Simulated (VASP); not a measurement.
Runs of VASP 6.6.1 on LiF. The structure is that of space group P6_3mc (No. 186), or close to it. The cells are those of the table. 

| cell | gap on the mesh (eV) | largest force (eV/Å) |
| --- | --- | --- |
| a = 3.014, b = 3.014, c = 4.709 Å, angles 90.0, 90.0, 120.0°, 4 atoms | (a) | 0.59 |
| a = 2.953, b = 2.953, c = 4.904 Å, angles 90.0, 90.0, 120.0°, 4 atoms | 7.88 | (b) |
| a = 2.998, b = 2.998, c = 4.758 Å, angles 90.0, 90.0, 120.0°, 4 atoms | (c) | 0.36 |
| a = 2.983, b = 2.983, c = 4.807 Å, angles 90.0, 90.0, 120.0°, 4 atoms | 7.73 | 0.39 |

Alike in all rows: task single point; level LDA; potentials or basis VASP PAW LDA potentials, release 64 (Li_sv, F); no spin polarisation; k mesh 9 × 9 × 6; cutoff (eV) 520; smearing gaussian 0.05 eV.

Problem. Estimate the missing entries.

Solution. (a) 7.96; (b) 0.47; (c) 7.71.

A k mesh can miss the band edges.
